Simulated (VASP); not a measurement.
Write the native input for VASP 6.6.1 that does the following.

- Task: single point
- Functional: PBE
- Dispersion: D3(BJ)
- Potentials or basis: VASP PAW PBE potentials, release 64 (C, H)
- Cutoff: 520 eV
- k mesh: 2 × 2 × 2
- Occupations: fermi-dirac, width 0.02 eV
- Spin: collinear spin, ferromagnetic start
- Starting moments: [0.0, 0.0, 0.0, 0.0, 0.0, 0.0, 0.0, 0.0, 0.0, 0.0, 0.0, 0.0, 0.0, 0.0, 0.0, 0.0, 1.0] μB
- Dipole correction: no
- Further INCAR settings: LREAL = Auto; ALGO = Normal; EDIFF = 1e-07; NBANDS = 50

The structure of HC16 (a cell with a defect) lies in POSCAR:

```
HC16
1.0
    0.0000000000      3.5700000000      3.5700000000
    3.5700000000      0.0000000000      3.5700000000
    3.5700000000      3.5700000000      0.0000000000
C H
16 1
Direct
   -0.0169187675      0.0016246499     -0.0005602241
    0.1207282913      0.1267507003      0.1360504202
    0.0031372549     -0.0207843137      0.4835854342
    0.1253921569      0.0961764706      0.6384453782
   -0.0236974790      0.4923249300      0.0059103641
    0.0979271709      0.6145658263      0.1546778711
    0.0023529412      0.4784313725      0.5236414566
    0.1033613445      0.6181792717      0.6510924370
    0.5069187675     -0.0017927171     -0.0066386555
    0.6308823529      0.1168207283      0.1230952381
    0.4757142857     -0.0001400560      0.5157422969
    0.6244817927      0.1169187675      0.6271988796
    0.4989495798      0.4818907563      0.0064565826
    0.6089075630      0.6202521008      0.1218207283
    0.5036694678      0.4782352941      0.4895798319
    0.6182633053      0.6075350140      0.6319607843
    0.3230392157      0.3810224090      0.3876330532
```

These files were run (other wordings do the same):

INCAR

```
ALGO = Normal ; EDIFF = 1E-7
ENCUT = 520 ; GGA = PE
ISIF = 2 ; ISMEAR = -1
ISPIN = 2 ; IVDW = 12
LASPH = True ; LCHARG = False
LORBIT = 11 ; LREAL = Auto
LWAVE = False ; MAGMOM = 0 0 0 0 0 0 0 0 0 0 0 0 0 0 0 0 1
NBANDS = 50 ; NELM = 150
PREC = Accurate ; SIGMA = 0.02
```

KPOINTS

```
k-points
0
Gamma
  2 2 2
```

Potentials or basis: VASP PAW PBE potentials, release 64 (C, H).

Launch:

```console
$ cat potpaw_PBE.64/C/POTCAR potpaw_PBE.64/H/POTCAR > POTCAR
$ mpirun -np 1 vasp_std > vasp.out
```

It gave:

```
Pressure                                              : 14.5 GPa
Largest force                                         : 5.787 eV/Å
Net moment                                            : 0.75 μB per cell
Site moments                                          : C +0.01, +0.02, +0.03, -0.01, +0.04, -0.00, +0.00, +0.10; H +0.20 μB
Valence electrons inside the program's atomic spheres : C 2.59, 2.60, 2.61, 2.62, 2.50, 2.57, 2.56, 2.52; H 0.62
Dispersion energy per atom                            : -0.190 eV
```

Caveat: the k points lie up to 0.76 Å⁻¹ apart.

It took 80 s on 1 thread of Intel(R) Xeon(R) 6975P-C (Granite Rapids), with other jobs on the host, peak memory 0.33 GiB.
